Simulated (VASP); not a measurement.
Set up this calculation in VASP 6.6.1, as the native input.

- Task: single point
- Functional: LDA
- Potentials or basis: VASP PAW LDA potentials, release 64 (Ti_sv)
- Cutoff: 520 eV
- k mesh: 15 × 15 × 15
- Occupations: fermi-dirac, width 0.05 eV
- Spin: no spin polarisation
- Dipole correction: no
- Further INCAR settings: ALGO = Normal; EDIFF = 1e-06; NBANDS = 12

The structure of Ti lies in POSCAR:

```
Ti
1.0
    2.3169024762      0.0000000000      0.0000000000
    0.0000000000      2.3169024762      0.0000000000
    0.0000000000      0.0000000000      2.3169024762
Ti
1
Direct
    0.0000000000      0.0000000000      0.0000000000
```

This cell differs from its parent crystal: volume scaled by 0.75.

One way to write it, as run:

INCAR

```
SYSTEM = Ti
PREC = Accurate
ENCUT = 520
EDIFF = 1E-6
ISMEAR = -1
SIGMA = 0.05
LREAL = .False.
LASPH = .True.
NELM = 100
ALGO = Normal
ISIF = 2
LWAVE = .False.
LCHARG = .False.
GGA = CA
NBANDS = 12
```

KPOINTS

```
regular mesh
0
Gamma
  15 15 15
  0 0 0
```

Potentials or basis: VASP PAW LDA potentials, release 64 (Ti_sv).

Run with:

```bash
$ cat potpaw_LDA.64/Ti_sv/POTCAR > POTCAR
$ mpirun -np 1 vasp_std > vasp.out
```

It gave:

| Property | Result |
| --- | --- |
| Pressure | 45.6 GPa |
| Band gap on the k mesh | zero (band 6 reaches 12.92 eV, above the bottom of band 7 at 9.49 eV) |

It took 8.4 s on 1 thread of Intel Xeon 6975P-C (shared host), peak memory 0.12 GiB.
